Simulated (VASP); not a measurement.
Wanted: the native input for a VASP 6.6.1 run.

```
Task                   : single point
Functional             : PBE
Dispersion             : D3(BJ)
Potentials or basis    : VASP PAW PBE potentials, release 64 (F_h, H_h)
Cutoff                 : 1010 eV
k mesh                 : 1 × 1 × 1
Occupations            : fermi-dirac, width 0.02 eV
Spin                   : no spin polarisation
Dipole correction      : no
Further INCAR settings : LREAL = Auto; ALGO = Normal; EDIFF = 1e-06; NBANDS = 46
```

The structure of HF lies in POSCAR:

```
HF
1.0
    6.2556220000      0.0000000000      0.0000000000
    0.0000000000      6.2556220000      0.0000000000
    0.0000000000      0.0000000000      6.2556220000
F H
8 8
Direct
    0.5271737966      0.5835870518      0.2754961857
   -0.1098052280      0.2556420449      0.1022919863
    0.4397484375     -0.0326426373      0.2570487795
    0.2030173818      0.4317076703      0.4422581799
    0.1834829534      0.1785433966      0.7158520767
    0.5048418846      0.7263706151      0.7684767398
    0.4637268684      0.2528445613      0.9875756559
    0.9185337605      0.8458151723      0.6249098811
    0.4993588168      0.7378323051      0.2420542673
   -0.2478570476      0.2616526382      0.0508822304
    0.4561976411      0.0549585637      0.1225297820
    0.3420443243      0.4659808409      0.3948288436
    0.1940014918      0.2719154067      0.5755942415
    0.6382578743      0.7576864459      0.7102730951
    0.3296394827      0.2320632545      0.8968892302
    1.0247102526      0.9570910774      0.6539877250
```

These files were run (other wordings do the same):

INCAR

```
SYSTEM = HF
  PREC = Accurate
  ENCUT = 1010
  EDIFF = 1E-6
  ISMEAR = -1
  SIGMA = 0.02
  LREAL = Auto
  LASPH = .TRUE.
  NELM = 120
  ALGO = Normal
  ISIF = 2
  LWAVE = .FALSE.
  LCHARG = .FALSE.
  GGA = PE
  IVDW = 12
  NBANDS = 46
  GGA_COMPAT = .FALSE.
```

KPOINTS

```
Automatic mesh
0
G
  1 1 1
  0 0 0
```

Potentials or basis: VASP PAW PBE potentials, release 64 (F_h, H_h).

Launch:

```bash
$ cat potpaw_PBE.64/F_h/POTCAR potpaw_PBE.64/H_h/POTCAR > POTCAR
$ mpirun -np 1 vasp_gam > vasp.out
```

It gave:

* Pressure: -0.8 GPa
* Largest force: 1.864 eV/Å
* Dispersion energy per atom: -0.021 eV

Caveat: the k points lie up to 1.00 Å⁻¹ apart, too coarse for converged energies, forces and pressures; the atoms stand as in a frame of molecular dynamics.

It took 46 s on 1 thread of Intel(R) Xeon(R) 6975P-C (Granite Rapids) (shared host), peak memory 0.62 GiB.
